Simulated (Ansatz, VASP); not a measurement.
**Two plane-wave programs on HgH3**

POSCAR

```
HgH3
1.0
    7.1668522530      0.0000000000      0.0000000000
    0.0000000000      7.1668522530      0.0000000000
    0.0000000000      0.0000000000      7.1668522530
Hg H
2 6
Direct
    0.5000000000      0.5000000000      0.5000000000
    0.0000000000      0.0000000000      0.0000000000
    0.0524889845      0.5000000000      0.5000000000
    0.9475110155      0.5000000000      0.5000000000
    0.5000000000      0.0524889845      0.5000000000
    0.5000000000      0.9475110155      0.5000000000
    0.5000000000      0.5000000000      0.0524889845
    0.5000000000      0.5000000000      0.9475110155
```

INCAR.step1

```
ALGO = Normal
EDIFF = 1E-4
ENCUT = 520
GGA = PE
ISMEAR = 0
LASPH = True
LCHARG = False
LREAL = False
LWAVE = True
NBANDS = 25
NELM = 80
PREC = Accurate
SIGMA = 0.02
```

The input INCAR.step2:

```
ALGO = Normal
EDIFF = 1E-6
ENCUT = 520
ISIF = 2
ISMEAR = 0
ISTART = 1
LASPH = True
LCHARG = False
LMIXTAU = True
LREAL = False
LWAVE = False
METAGGA = R2SCAN
NBANDS = 25
NELM = 80
PREC = Accurate
SIGMA = 0.02
```

Contents of KPOINTS:

```
k-points
0
Gamma
  4 4 4
```

Input for Ansatz:

```yaml
crystal:
  lattice:
    - [7.166852253, 0.0, 0.0]
    - [0.0, 7.166852253, 0.0]
    - [0.0, 0.0, 7.166852253]
  atoms:
    - { symbol: Hg, position: [0.5, 0.5, 0.5] }
    - { symbol: Hg, position: [0.0, 0.0, 0.0] }
    - { symbol: H, position: [0.0524889845, 0.5, 0.5] }
    - { symbol: H, position: [0.9475110155, 0.5, 0.5] }
    - { symbol: H, position: [0.5, 0.0524889845, 0.5] }
    - { symbol: H, position: [0.5, 0.9475110155, 0.5] }
    - { symbol: H, position: [0.5, 0.5, 0.0524889845] }
    - { symbol: H, position: [0.5, 0.5, 0.9475110155] }
basis:
  ecutwfc: 500
kpoints:
  mp_grid: { grid: [4, 4, 4] }
  band_path:
    path:
      - [[0.0, 0.0, 0.0], [0.0, 0.5, 0.0], [0.5, 0.5, 0.0], [0.0, 0.0, 0.0], [0.5, 0.5, 0.5], [0.0, 0.5, 0.0]]
      - [[0.5, 0.5, 0.5], [0.5, 0.5, 0.0]]
    npoints: 14
hamiltonian:
  xc: r2scan
scf:
  occupations: { method: gaussian, width: 0.02 }
  n_extra_bands: 20
output:
  forces: true
  stress: true
  eigenvalues: true
  populations: true
  dos: { projected: true, de: 0.02, nscf_kmesh: { grid: [6, 6, 6] } }
  bader: true
```

Alike in both runs: task single point; functional r2SCAN; k mesh 4 × 4 × 4; occupations gaussian, width 0.02 eV; no spin polarisation.

|  | VASP | Ansatz |
| --- | --- | --- |
| version | VASP 6.6.1 | Ansatz 0.2.0 |
| potentials or method | VASP PAW PBE potentials, release 64 (Hg, H), cutoff 520 eV | scalar-relativistic, plane waves, PAW |
| valence electrons in the cell | 30 | 46 |

```tsv
	VASP	Ansatz	Ansatz less VASP
gap on the k mesh at the Fermi level (eV)	5.37	5.35	-0.017
least direct gap on the mesh (eV)	5.37	5.35	-0.017
pressure (GPa)	-0.2	-0.1	+0.05
rms of the force components (eV/Å)	0.152	0.156	+0.0040
```

VASP's potentials were made for PBE, not for r2SCAN. Atom by atom the forces differ by 0.004 eV/Å (rms over components). VASP's potentials hold 30 valence electrons a cell and Ansatz's 46, so a difference there can come from the potentials and not from the codes.

Spin-orbit coupling is off throughout.
